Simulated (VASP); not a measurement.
Here is a VASP 6.6.1 calculation.

File INCAR:

```
ALGO = Normal
EDIFF = 1E-7
ENCUT = 520
GGA = PE
GGA_COMPAT = F
ISIF = 2
ISMEAR = 0
LASPH = T
LCHARG = F
LMAXMIX = 4
LNONCOLLINEAR = T
LORBIT = 11
LORBMOM = T
LREAL = F
LSORBIT = T
LWAVE = F
MAGMOM = 0 0 0 0 0 0 0 0 0 0 0 0 0 0 0 0 0 0 0 0 0
NBANDS = 57
NELM = 150
PREC = Accurate
SIGMA = 0.01
```

File KPOINTS:

```
k-points
0
Gamma
  1 1 1
```

File POSCAR:

```
H2WO4
1.0
   11.5800000000      0.0000000000      0.0000000000
    0.0000000000     12.9100000000      0.0000000000
    0.0000000000      0.0000000000     11.1300000000
W O H
1 4 2
Direct
    0.4999050100      0.4998776100      0.5050215600
    0.5767538900      0.5822897000      0.5958805000
    0.4230561300      0.4174647600      0.5958805000
    0.6044179600      0.4230379600      0.4099020700
    0.3953929200      0.5767165000      0.4099020700
    0.6112098400      0.3485670000      0.4043126700
    0.3886010400      0.6511874500      0.4043126700
```

Potentials or basis: VASP PAW PBE potentials, release 64 (W_sv, O, H).

The run is started by

```sh
$ cat potpaw_PBE.64/W_sv/POTCAR potpaw_PBE.64/O/POTCAR potpaw_PBE.64/H/POTCAR > POTCAR
$ mpirun -np 1 vasp_ncl > vasp.out
```

(1) Estimate the net moment.

(2) What does it give for the largest force?

Results:

(1) 0.00 μB per cell.

(2) 0.816 eV/Å.
